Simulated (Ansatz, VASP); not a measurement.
# Two plane-wave programs on InP

Contents of INCAR:

```
PREC = Accurate ; ENCUT = 500
EDIFF = 1E-6 ; ISMEAR = 0
SIGMA = 0.02 ; LREAL = F
LASPH = T ; NELM = 120
ALGO = Normal ; ISIF = 2
LWAVE = F ; LCHARG = F
GGA = PS ; NBANDS = 16
GGA_COMPAT = F
```

KPOINTS

```
regular mesh
0
Gamma
  10 10 10
```

POSCAR

```
InP
1.0
    0.0000000000      2.9394395695      2.9394395695
    2.9394395695      0.0000000000      2.9394395695
    2.9394395695      2.9394395695      0.0000000000
In P
1 1
Direct
    0.0000000000      0.0000000000      0.0000000000
    0.2500000000      0.2500000000      0.2500000000
```

Input for Ansatz:

```yaml
crystal:
  lattice:
    - [0.0, 2.9394395695, 2.9394395695]
    - [2.9394395695, 0.0, 2.9394395695]
    - [2.9394395695, 2.9394395695, 0.0]
  atoms:
    - { symbol: In, position: [0.0, 0.0, 0.0] }
    - { symbol: P, position: [0.25, 0.25, 0.25] }
basis:
  ecutwfc: 600.0
kpoints:
  mp_grid: { grid: [10, 10, 10] }
hamiltonian:
  xc: pbesol
  pseudopotentials: { kind: paw, azcp: { folder: soft_1 } }
scf:
  occupations: { method: gaussian, width: 0.02 }
output:
  forces: true
  stress: true
  eigenvalues: true
```

Alike in both runs: task single point; functional PBEsol; k mesh 10 × 10 × 10; occupations gaussian, width 0.02 eV; no spin polarisation.

|  | VASP | Ansatz |
| --- | --- | --- |
| version | VASP 6.6.1 | Ansatz 0.2.0 |
| potentials or method | VASP PAW PBE potentials, release 64 (In_d, P), cutoff 500 eV | scalar-relativistic, plane waves, PAW |
| valence electrons in the cell | 18 | 18 |

Ansatz gave:

```
gap on the k mesh at the Fermi level (eV) : 0.56
least direct gap on the mesh (eV)         : 0.56
pressure (GPa)                            : 0.0
```

Task: Which values does VASP return?

Result: gap on the k mesh at the Fermi level (eV): 0.57; least direct gap on the mesh (eV): 0.57; pressure (GPa): 0.0.

VASP's potentials were made for PBE, not for PBEsol, and Ansatz warns of the same on its side.
